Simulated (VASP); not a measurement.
**ZnSe: electric field gradients with LDA**

Crystal: ZnSe.

```
CELL_PARAMETERS angstrom
0.00000 2.86214 2.83380
2.86214 0.00000 2.83380
2.86214 2.86214 0.00000
ATOMIC_POSITIONS crystal
Zn 0.00000 0.00000 0.00000
Se 0.75000 0.75000 0.75000
```

This cell differs from its parent crystal: equal xx and yy strain of +1 %.

| Item | Value |
| --- | --- |
| Program | VASP 6.6.1 |
| Task | electric field gradients |
| Functional | LDA |
| Potentials or basis | VASP PAW LDA potentials, release 64 (Zn, Se) |
| Cutoff | 520 eV |
| k mesh | 8 × 8 × 8 |
| Occupations | fermi-dirac, width 0.03 eV |
| Spin | no spin polarisation |
| Dipole correction | no |
| Further INCAR settings | ALGO = Normal; EDIFF = 1e-08; NBANDS = 16 |

The pressure is -4.2 GPa and the band gap on the k mesh is 0.96 eV, direct.

Stress tensor (GPa, compression positive):
```
-4.31  0.00  0.00
 0.00 -4.31  0.00
 0.00  0.00 -3.91
```

Levels at points of the mesh, in eV from the valence-band top:
| k point | band 7 | band 8 | band 9 | band 10 | band 11 | band 12 |
| --- | --- | --- | --- | --- | --- | --- |
| (0.00, 0.00, 0.00) | -0.04 | -0.04 | 0.00 | 0.96 | 5.68 | 5.68 |
| (0.50, 0.00, 0.00) | -5.19 | -0.90 | -0.84 | 2.31 | 6.22 | 6.30 |
| (0.50, 0.50, 0.00) | -4.73 | -2.19 | -2.19 | 2.80 | 3.24 | 10.41 |
| (0.50, 0.00, 0.50) | -4.78 | -2.15 | -2.13 | 2.84 | 3.33 | 10.32 |

Electric field gradients, principal values (V/Å²):
| atom | least | middle | greatest (by size) |
| --- | --- | --- | --- |
| 1 Zn | -0.817 | -0.818 | 1.635 |
| 2 Se | 2.059 | 2.059 | -4.117 |

Wall time 22 s on 1 thread of AMD EPYC 9R45 (Zen 5), with other jobs on the host, peak memory 0.14 GiB.

Caveat: the cell differs from its parent crystal (equal xx and yy strain of +1 %); without QUAD_EFG the Cq values of the log hold for a quadrupole moment of 1 mb, not for the nuclei.
